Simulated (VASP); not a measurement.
# Cr (P6_3/mmc) in VASP: a series of runs

Runs on Cr. Level: PBEsol. Tasks: single point.

All numbers are computed with VASP 6.6.1; they aren't measurements. Logs are shortened: lines on timing, memory, paths and dates and some standing lists are left out, and cuts for length are marked.

## (1) The cell of the first run

It takes space group P6_3/mmc (No. 194, hexagonal). The conventional cell has a = 2.385 Å, b = 2.385 Å, c = 4.241 Å, α = 90.00°, β = 90.00°, γ = 120.00°. Within 3.2 Å of Cr (site symmetry -6m2) lie 12 Cr at 2.39 to 2.53 Å.

This isn't the form of Cr at room conditions, which is bcc.

## (2) Single point, PBEsol (10.45 Å³/atom)

INCAR

```
PREC = Accurate ; ENCUT = 520
EDIFF = 1E-6 ; ISMEAR = 0
SIGMA = 0.1 ; LREAL = F
LASPH = T ; NELM = 60
ALGO = Fast ; ISIF = 2
LWAVE = F ; LCHARG = F
GGA = PS ; NBANDS = 19
```

KPOINTS

```
regular mesh
0
Gamma
  18 18 10
```

POSCAR

```
Cr
1.0
    2.3854366355      0.0000000000      0.0000000000
   -1.1927183178      2.0658487255      0.0000000000
    0.0000000000      0.0000000000      4.2409031552
Cr
2
Direct
    0.3333333333      0.6666666667      0.2500000000
    0.6666666667      0.3333333333      0.7500000000
```

Potentials or basis: VASP PAW PBE potentials, release 64 (Cr_pv).

Run with:

```sh
$ cat potpaw_PBE.64/Cr_pv/POTCAR > POTCAR
$ mpirun -np 1 vasp_std > vasp.out
```

OUTCAR:

```text
PREC = Accurate
   ENCUT = 520
   EDIFF = 1E-6
   ISMEAR = 0
   LREAL = F
   LASPH = T
   NELM = 60
   ISIF = 2
   GGA = PS

 ion  position               nearest neighbor table
   1  0.333  0.667  0.250-   2 2.53   2 2.53   2 2.53   2 2.53   2 2.53   2 2.53
   2  0.667  0.333  0.750-   1 2.53   1 2.53   1 2.53   1 2.53   1 2.53   1 2.53

  LATTYP: Found a hexagonal cell.
 ALAT       =     2.3854366355
 C/A-ratio  =     1.7778309816

  Lattice vectors:

 A1 = (   2.3854366355,   0.0000000000,   0.0000000000)
 A2 = (  -1.1927183178,   2.0658487255,   0.0000000000)
 A3 = (   0.0000000000,   0.0000000000,   4.2409031552)

Analysis of symmetry for initial positions (statically):
=====================================================================
 Subroutine PRICEL returns:
 Original cell was already a primitive cell.

 Routine SETGRP: Setting up the symmetry group for a
 hexagonal supercell.

 Subroutine GETGRP returns: Found 24 space group operations
 (whereof 12 operations were pure point group operations)
 out of a pool of 24 trial point group operations.

The static configuration has the point symmetry D_3d.
 The point group associated with its full space group is D_6h.

Analysis of symmetry for dynamics (positions and initial velocities):
=====================================================================
 Subroutine PRICEL returns:
 Original cell was already a primitive cell.

 Routine SETGRP: Setting up the symmetry group for a
 hexagonal supercell.

 Subroutine GETGRP returns: Found 24 space group operations
 (whereof 12 operations were pure point group operations)
 out of a pool of 24 trial point group operations.

The dynamic configuration has the point symmetry D_3d.
 The point group associated with its full space group is D_6h.

 Subroutine INISYM returns: Found 24 space group operations
 (whereof 12 operations are pure point group operations),
 and found     1 'primitive' translations

----------------------------------------------------------------------------------------

                                     Primitive cell

  volume of cell :      20.8990

  direct lattice vectors                    reciprocal lattice vectors
     2.385436636  0.000000000  0.000000000     0.419210464  0.242031275  0.000000000
    -1.192718318  2.065848725  0.000000000     0.000000000  0.484062549  0.000000000
     0.000000000  0.000000000  4.240903155     0.000000000  0.000000000  0.235798829

  length of vectors
     2.385436636  2.385436636  4.240903155     0.484062549  0.484062549  0.235798829

  position of ions in fractional coordinates (direct lattice)
     0.333333333  0.666666667  0.250000000
     0.666666667  0.333333333  0.750000000

  ion indices of the primitive-cell ions
   primitive index   ion index
                 1           1
                 2           2

----------------------------------------------------------------------------------------

 KPOINTS: regular mesh

Automatic generation of k-mesh.
 Grid dimensions read from file:
 generate k-points for:   18   18   10

 Generating k-lattice:

  Cartesian coordinates                     Fractional coordinates (reciprocal lattice)
     0.023289470  0.013446182  0.000000000     0.055555556  0.000000000  0.000000000
     0.000000000  0.026892364  0.000000000     0.000000000  0.055555556  0.000000000
     0.000000000  0.000000000  0.023579883     0.000000000  0.000000000  0.100000000

  Length of vectors
     0.026892364  0.026892364  0.023579883

  Shift w.r.t. Gamma in fractional coordinates (k-lattice)
     0.000000000  0.000000000  0.000000000

 Subroutine IBZKPT returns following result:
 ===========================================

 Found    222 irreducible k-points:

 Following reciprocal coordinates:
            Coordinates               Weight
  0.000000  0.000000  0.000000      1.000000
  0.055556  0.000000  0.000000      6.000000
  0.111111  0.000000  0.000000      6.000000
  0.166667  0.000000  0.000000      6.000000
  0.222222  0.000000  0.000000      6.000000
  0.277778  0.000000  0.000000      6.000000
[... 16 lines left out ...]
  0.333333  0.111111  0.000000     12.000000
  0.388889  0.111111  0.000000     12.000000
 [... further k-points ...]
   k-points           NKPTS =    222   k-points in BZ     NKDIM =    222   number of bands    NBANDS=     19
   number of dos      NEDOS =    301   number of ions     NIONS =      2
   total plane-waves  NPLWV =  10368
   dimension x,y,z NGX =    18 NGY =   18 NGZ =   32
   dimension x,y,z NGXF=    36 NGYF=   36 NGZF=   64
   ions per type =               2
   NGX,Y,Z   is equivalent  to a cutoff of  12.54, 12.54, 12.54 a.u.
   NGXF,Y,Z  is equivalent  to a cutoff of  25.09, 25.09, 25.09 a.u.
 SYSTEM =  unknown system
   PREC   = accura    normal or accurate (medium, high low for compatibility)
   ISTART =      0    job   : 0-new  1-cont  2-samecut
   ICHARG =      2    charge: 1-file 2-atom 10-const
   ISPIN  =      1    spin polarized calculation?
   LNONCOLLINEAR =      F non collinear calculations
   LSORBIT =      F    spin-orbit coupling
   LASPH  =      T    aspherical Exc in radial PAW
   ENCUT  =  520.0 eV  38.22 Ry    6.18 a.u.   4.44  4.44  7.89*2*pi/ulx,y,z
   NELM   =     60;   NELMIN=  2; NELMDL= -5     # of ELM steps
   EDIFF  = 0.1E-05   stopping-criterion for ELM
   LREAL  =      F    real-space projection
   EDIFFG = 0.1E-04   stopping-criterion for IOM
   NSW    =      0    number of steps for IOM
   IBRION =     -1    ionic relax: 0-MD 1-quasi-New 2-CG
   NFREE  =      0    steps in history (QN), initial steepest desc. (CG)
   ISIF   =      2    stress and relaxation
   ISYM   =      2    0-nonsym 1-usesym 2-fastsym
   POTIM  = 0.5000    time-step for ionic-motion
   TEBEG  =    0.0;   TEEND  =   0.0 temperature during run
   PSTRESS=    0.0 pullay stress
   NELECT =      24.0000    total number of electrons
   NUPDOWN=      -1.0000    fix difference up-down
   EMIN   =  10.00;   EMAX   =-10.00  energy-range for DOS
   EFERMI =   0.00;   METHOD = LEGACY
   ISMEAR =     0;   SIGMA  =   0.10  broadening in eV -4-tet -1-fermi 0-gaus
   EFERMI_NEDOS =   21; number of points for ismear=-14 and -15
   IALGO  =     68    algorithm
   IMIX   =      4    mixing-type and parameters
     AMIX     =   0.40;   BMIX     =  1.00
     AMIX_MAG =   1.60;   BMIX_MAG =  1.00
  volume/ion in A,a.u.               =      10.45        70.52
  Fermi-wavevector in a.u.,A,eV,Ry     =   1.714366  3.239683 39.988235  2.939052
  Thomas-Fermi vector in A             =   2.791938
   LORBIT       =      0    0 simple, 1 ext, 2 COOP (PROOUT), +10 PAW based schemes
   GGA     = PS    functional components
   LHFCALC =     F    Hartree Fock is set to
   AEXX    =    0.0000 exact exchange contribution
   IVDW    =     0    specifies the selected vdW correction
   LEPSILON=     F    determine dielectric tensor
   LRPA    =     F    only Hartree local field effects (RPA)
 non-spin polarized calculation
 RMM-DIIS sequential band-by-band and
 Gauss-broadening in eV      SIGMA  =   0.10
  energy-cutoff  :      520.00
  volume of cell :       20.90
 maximum number of plane-waves:       598
 NGX is ok and might be reduce to    18
   NGX =  9   NGY =  9   NGZ = 15

 number of electron      24.0000019 magnetization

 Free energy of the ion-electron system (eV)
  ---------------------------------------------------
  ext. energy  EPLUGINS =         0.00000000
  ---------------------------------------------------
  free energy    TOTEN  =       -19.48542132 eV

  energy without entropy =      -19.47294261  energy(sigma->0) =      -19.47918196

 E-fermi :  12.1245     XC(G=0): -14.4096

 val. band max:       12.1234102678   @ k =   0.3333   0.2222   0.1000
 cond. band min:      12.1260986023   @ k =   0.0556   0.0000   0.1000
 fundamental gap:      0.0026883346
 Fermi energy:        12.1244649250

 k-point     1 :       0.0000    0.0000    0.0000
  band No.  band energies     occupation
      1     -31.1565      2.00000
      2     -30.1016      2.00000
      3     -29.9418      2.00000
      4     -29.9418      2.00000
      5     -29.8426      2.00000
      6     -29.8426      2.00000
[... 11 lines left out ...]
     18      14.7171      0.00000
     19      21.8693      0.00000

 k-point     2 :       0.0556    0.0000    0.0000
  band No.  band energies     occupation
      1     -31.1434      2.00000
      2     -30.1029      2.00000
      3     -29.9805      2.00000
      4     -29.9523      2.00000
      5     -29.8822      2.00000
      6     -29.8493      2.00000
[... 11 lines left out ...]
     18      15.1595      0.00000
     19      21.8643      0.00000

 k-point     3 :       0.1111    0.0000    0.0000
  band No.  band energies     occupation
      1     -31.1049      2.00000
      2     -30.1073      2.00000
      3     -30.0917      2.00000
      4     -29.9947      2.00000
      5     -29.9821      2.00000
      6     -29.8689      2.00000
[... 11 lines left out ...]
     18      16.1057      0.00000
     19      21.8528      0.00000

 k-point     4 :       0.1667    0.0000    0.0000
  band No.  band energies     occupation
      1     -31.0439      2.00000
      2     -30.2620      2.00000
      3     -30.1634      2.00000
      4     -30.1159      2.00000
      5     -30.0267      2.00000
      6     -29.8995      2.00000
[... 11 lines left out ...]
     18      17.2376      0.00000
     19      21.8448      0.00000

 k-point     5 :       0.2222    0.0000    0.0000
  band No.  band energies     occupation
      1     -30.9652      2.00000
      2     -30.4703      2.00000
      3     -30.3646      2.00000
      4     -30.1302      2.00000
      5     -30.0802      2.00000
      6     -29.9378      2.00000
[... 11 lines left out ...]
     18      18.4569      0.00000
     19      21.8534      0.00000

 k-point     6 :       0.2778    0.0000    0.0000
  band No.  band energies     occupation
      1     -30.8747      2.00000
      2     -30.6905      2.00000
      3     -30.5728      2.00000
      4     -30.1517      2.00000
      5     -30.1359      2.00000
      6     -29.9791      2.00000
[... 11 lines left out ...]
     18      19.7210      0.00000
     19      21.8737      0.00000

 k-point     7 :       0.3333    0.0000    0.0000
  band No.  band energies     occupation
      1     -30.8955      2.00000
      2     -30.7802      2.00000
      3     -30.7640      2.00000
      4     -30.1874      2.00000
      5     -30.1811      2.00000
      6     -30.0183      2.00000
[... 11 lines left out ...]
     18      20.9973      0.00000
     19      21.7993      0.00000

 k-point     8 :       0.3889    0.0000    0.0000
  band No.  band energies     occupation
      1     -31.0610      2.00000
      2     -30.9170      2.00000
      3     -30.6915      2.00000
      4     -30.2288      2.00000
      5     -30.2165      2.00000
      6     -30.0503      2.00000
[... 256 lines left out ...]
 k-point    20 :       0.1667    0.1111    0.0000
  band No.  band energies     occupation
      1     -30.9331      2.00000
      2     -30.4974      2.00000
      3     -30.4513      2.00000
      4     -30.1370      2.00000
      5     -30.1053      2.00000
      6     -29.9950      2.00000
[... 11 lines left out ...]
     18      18.9696      0.00000
     19      21.9132      0.00000

 k-point    21 :       0.2222    0.1111    0.0000
  band No.  band energies     occupation
      1     -30.8456      2.00000
      2     -30.6948      2.00000
      3     -30.6196      2.00000
      4     -30.1794      2.00000
      5     -30.1596      2.00000
      6     -30.0492      2.00000
[... 11 lines left out ...]
     18      20.1958      0.00000
     19      22.0397      0.00000

 k-point    22 :       0.2778    0.1111    0.0000
  band No.  band energies     occupation
      1     -30.8796      2.00000
      2     -30.7731      2.00000
      3     -30.7538      2.00000
      4     -30.2498      2.00000
      5     -30.1901      2.00000
      6     -30.0993      2.00000
[... 11 lines left out ...]
     18      21.4627      0.00000
     19      22.1330      0.00000

 k-point    23 :       0.3333    0.1111    0.0000
  band No.  band energies     occupation
      1     -31.0284      2.00000
      2     -30.8968      2.00000
      3     -30.6668      2.00000
      4     -30.3069      2.00000
      5     -30.2270      2.00000
      6     -30.1400      2.00000
[... 11 lines left out ...]
     18      21.7314      0.00000
     19      22.4622      0.00000

 k-point    24 :       0.3889    0.1111    0.0000
  band No.  band energies     occupation
      1     -31.1246      2.00000
      2     -30.9772      2.00000
      3     -30.5982      2.00000
      4     -30.3439      2.00000
      5     -30.2628      2.00000
      6     -30.1665      2.00000
[... 11 lines left out ...]
     18      19.7051      0.00000
     19      20.6387      0.00000

 [... further k-points ...]

------------------------ aborting loop because EDIFF is reached ----------------------------------------

  FORCE on cell =-STRESS in cart. coord.  units (eV):
  Direction    XX          YY          ZZ          XY          YZ          ZX
  --------------------------------------------------------------------------------------
  -------------------------------------------------------------------------------------
  Total        3.7955200      3.7955200      3.7879605     -0.0000000      0.0000000      0.0000000
  in kB      290.9759634    290.9759634    290.3964241     -0.0000000      0.0000000      0.0000000
  external PRESSURE =     290.7827837 kB  Pullay stress =       0.0000000 kB

 VOLUME and BASIS-vectors are now :
 -----------------------------------------------------------------------------
  energy-cutoff  :      520.00
  volume of cell :       20.90
      direct lattice vectors                 reciprocal lattice vectors
     2.385436636  0.000000000  0.000000000     0.419210464  0.242031275  0.000000000
    -1.192718318  2.065848725  0.000000000     0.000000000  0.484062549  0.000000000
     0.000000000  0.000000000  4.240903155     0.000000000  0.000000000  0.235798829

 POSITION                                       TOTAL-FORCE (eV/Angst)
 -----------------------------------------------------------------------------------
     -0.00000      1.37723      1.06023        -0.000000      0.000000      0.000000
      1.19272      0.68862      3.18068         0.000000     -0.000000      0.000000
 -----------------------------------------------------------------------------------
    total drift:                               -0.000000      0.000000     -0.000000

  FREE ENERGIE OF THE ION-ELECTRON SYSTEM (eV)
  ---------------------------------------------------
  free  energy   TOTEN  =       -19.4854213192 eV

  energy  without entropy=      -19.4729426060  energy(sigma->0) =      -19.47918196
```

It took 2.6 min on 1 thread of Intel Xeon 8259CL, shared host; peak memory 0.19 GiB.

Results:

```yaml
Free_energy: -19.4854 eV
Pressure: 29.1 GPa
Band_gap_on_the_k_mesh: zero (bands 12 and 13 overlap by 1.52 eV)
```

Caveat: the cell stands under pressure; the PAW data sets were made with another functional, which shifts forces and pressure a little; the run has no spin polarisation, though such a crystal can be magnetic.

## (3) Single point, PBEsol (10.79 Å³/atom)

This run uses another cell than the first one, of 10.79 Å³/atom.

INCAR

```
PREC     = Accurate       # precision mode
ENCUT    = 520            # plane-wave cutoff, eV
EDIFF    = 1E-7           # SCF threshold, eV
ISMEAR   = 0              # smearing method
SIGMA    = 0.1            # smearing width, eV
LREAL    = F              # projectors in reciprocal space
LASPH    = T              # aspherical terms in the spheres
NELM     = 100            # most SCF steps
ALGO     = Normal         # electronic algorithm
ISIF     = 2              # what is computed and relaxed
LWAVE    = F              # write WAVECAR
LCHARG   = F              # write CHGCAR
GGA      = PS             # functional
NBANDS   = 19             # bands
```

KPOINTS is that of step 2.

POSCAR

```
Cr
1.0
    2.4094096067      0.0000000000      0.0000000000
   -1.2047048034      2.0866099275      0.0000000000
    0.0000000000      0.0000000000      4.2939730151
Cr
2
Direct
    0.3333333333      0.6666666667      0.2500000000
    0.6666666667      0.3333333333      0.7500000000
```

Potentials or basis: VASP PAW PBE potentials, release 64 (Cr_pv).

Run with:

```sh
$ cat potpaw_PBE.64/Cr_pv/POTCAR > POTCAR
$ mpirun -np 1 vasp_std > vasp.out
```

It took 1.9 min on 1 thread of Intel Xeon 8259CL, shared host; peak memory 0.19 GiB.

The run converged. Its results:

| Property | Result |
| --- | --- |
| Free energy | -19.5853 eV |
| Pressure | 17.6 GPa |
| Band gap on the k mesh | zero (bands 12 and 13 overlap by 1.45 eV) |

Levels at points of the mesh, in eV from the Fermi level:
```csv
k point,band 10,band 11,band 12,band 13,band 14,band 15
"(0.00, 0.00, 0.00)",-0.44,-0.44,-0.07,-0.05,-0.05,1.17
"(0.50, 0.00, 0.00)",-1.07,-0.55,-0.29,-0.24,2.63,3.21
"(0.00, 0.00, 0.50)",-1.79,-0.41,-0.41,-0.41,-0.41,2.03
"(0.50, 0.00, 0.50)",-2.83,1.03,1.03,1.51,1.51,3.29
```

Caveat: the cell stands under pressure; the PAW data sets were made with another functional, which shifts forces and pressure a little; the run has no spin polarisation, though such a crystal can be magnetic.

(Part 1 of 2 ends here.)

The gap in the log of VASP goes by the Fermi energy; the results here count the filled bands.